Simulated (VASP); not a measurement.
Input of a VASP 6.6.1 run:

INCAR

```
PREC = Accurate ; ENCUT = 700
EDIFF = 1E-6 ; ISMEAR = 0
SIGMA = 0.05 ; LREAL = False
LASPH = True ; NELM = 200
ALGO = Normal ; ISIF = 2
LWAVE = False ; LCHARG = False
ISPIN = 2 ; MAGMOM = 4.72 -4.72 0 0
LORBIT = 11 ; LMAXMIX = 4
LDAU = True ; LDAUTYPE = 2
LDAUL = 2 -1 ; LDAUU = 3.9 0
LDAUJ = 0 0 ; LDAUPRINT = 1
GGA = PE ; NBANDS = 33
GGA_COMPAT = False
```

KPOINTS

```
Automatic mesh
0
Gamma
  12 12 6
```

File POSCAR:

```
MnO
1.0
    0.0000000000      2.2796939655      2.2796939655
    2.2796939655      0.0000000000      2.2796939655
    4.5067472532      4.5067472532      0.0526406777
Mn O
2 2
Direct
    0.0000000000      0.0000000000      0.0000000000
    0.0000000000      0.0000000000      0.5000000000
    0.5000000006      0.5000000006      0.2499999991
    0.4999999994      0.4999999994      0.7500000009
```

Potentials or basis: VASP PAW PBE potentials, release 64 (Mn_sv, O).

Launch:

```sh
$ cat potpaw_PBE.64/Mn_sv/POTCAR potpaw_PBE.64/O/POTCAR > POTCAR
$ mpirun -np 1 vasp_std > vasp.out
```

(1) Predict the net moment.

(2) Estimate the band gap on the k mesh.

## Answers

(1) 0.00 μB per cell.

(2) 1.52 eV.

Caveat: the cell stands under tension.
